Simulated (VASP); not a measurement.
A run of VASP 6.6.1 is set up as follows.

File INCAR:

```
SYSTEM = Zr2TeSe
ALGO = Normal ; EDIFF = 1E-7
ENCUT = 520 ; GGA = PE
ISIF = 2 ; ISMEAR = 0
LASPH = .TRUE. ; LCHARG = .TRUE.
LELF = .TRUE. ; LREAL = .FALSE.
LVHAR = .TRUE. ; LWAVE = .FALSE.
NBANDS = 26 ; NELM = 60
PREC = Accurate ; SIGMA = 0.1
```

The input KPOINTS:

```
k-points
0
G
  12 12 8
  0 0 0
```

The input POSCAR:

```
Zr2TeSe
1.0
    3.9873973940      0.0000000000      0.0000000000
    0.0000000000      4.0711409237      0.0000000000
    0.0000000000      0.0000000000      7.1727430048
Zr Te Se
2 1 1
Direct
    0.5000000000      0.0000000000      0.7678273437
    0.5000000000      0.0000000000      0.2321726563
    0.5000000000      0.5000000000      0.5000000000
    0.0000000000      0.0000000000      0.0000000000
```

Potentials or basis: VASP PAW PBE potentials, release 64 (Zr_sv, Te, Se).

Command:

```sh
$ cat potpaw_PBE.64/Zr_sv/POTCAR potpaw_PBE.64/Te/POTCAR potpaw_PBE.64/Se/POTCAR > POTCAR
$ mpirun -np 1 vasp_std > vasp.out
```

Question: Estimate the band gap on the k mesh.

Answer: Zero (band 18 reaches 7.08 eV, above the bottom of band 19 at 5.59 eV).

Question: What does it give for the largest force?

Answer: 0.012 eV/Å.

Question: Estimate the pressure.

Answer: 0.1 GPa.

Forces on the atoms (eV/Å):
```
Zr   0.000  0.000 -0.012
Zr   0.000  0.000  0.012
Te   0.000  0.000  0.000
Se   0.000  0.000  0.000
```

Caveat: spin-orbit coupling is left out, which moves the levels of the heavy elements.
